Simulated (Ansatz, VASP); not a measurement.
# WO in VASP and in Ansatz

Contents of INCAR:

```
SYSTEM = WO
PREC = Accurate ; ENCUT = 520
EDIFF = 1E-6 ; ISMEAR = 0
SIGMA = 0.02 ; LREAL = .FALSE.
LASPH = .TRUE. ; NELM = 150
ALGO = Normal ; ISIF = 2
LWAVE = .FALSE. ; LCHARG = .FALSE.
ISPIN = 2 ; MAGMOM = 1 0
LORBIT = 11 ; LMAXMIX = 4
LDAU = .TRUE. ; LDAUTYPE = 2
LDAUL = 2 -1 ; LDAUU = 6.2 0
LDAUJ = 0 0 ; LDAUPRINT = 1
GGA = PE ; NBANDS = 21
```

The input KPOINTS:

```
Automatic mesh
0
G
  10 10 10
  0 0 0
```

Contents of POSCAR:

```
WO
1.0
    0.0000000000      2.4907701500      2.4907701500
    2.4907701500      0.0000000000      2.4907701500
    2.4907701500      2.4907701500      0.0000000000
W O
1 1
Direct
    0.0000000000      0.0000000000      0.0000000000
    0.2500000000      0.2500000000      0.2500000000
```

Input for Ansatz:

```yaml
crystal:
  lattice:
    - [0.0, 2.49077015, 2.49077015]
    - [2.49077015, 0.0, 2.49077015]
    - [2.49077015, 2.49077015, 0.0]
  atoms:
    - { symbol: W, position: [0.0, 0.0, 0.0], spin: 1.0 }
    - { symbol: O, position: [0.25, 0.25, 0.25] }
basis:
  ecutwfc: 420
kpoints:
  mp_grid: { grid: [10, 10, 10] }
hamiltonian:
  xc: pbe
  hubbard: { sites: [{ species: W, l: d, u_eff: 6.2 }] }
scf:
  occupations: { method: gaussian, width: 0.02 }
output:
  forces: true
  stress: true
  eigenvalues: true
  populations: true
magnetization:
  spin_polarized: true
```

Alike in both runs: task single point; functional PBE; k mesh 10 × 10 × 10; occupations gaussian, width 0.02 eV; collinear spin; Hubbard terms W d U = 6.2 eV.

```csv
,VASP,Ansatz
version,VASP 6.6.1,Ansatz 0.2.0
potentials or method,"VASP PAW PBE potentials, release 64 (W_sv, O), cutoff 520 eV","scalar-relativistic, plane waves, PAW"
valence electrons in the cell,20,20
```

|  | VASP | Ansatz | Ansatz less VASP |
| --- | --- | --- | --- |
| gap on the k mesh at the Fermi level (eV) | 0.71 | 1.12 | +0.407 |
| least direct gap on the mesh (eV) | 1.07 | 1.15 | +0.078 |
| pressure (GPa) | -10.9 | -14.6 | -3.76 |
| net moment per atom (μB) | 1.00 | 1.00 | 0.000 |
| size of the moment on the site where the two differ most (μB) | 1.74 | 1.11 | -0.634 |

Site moments also hang on the region over which each program counts them. The programs project onto different local orbitals, so the same U acts differently, and such runs can settle in different states.

Neither program's run includes spin-orbit coupling.
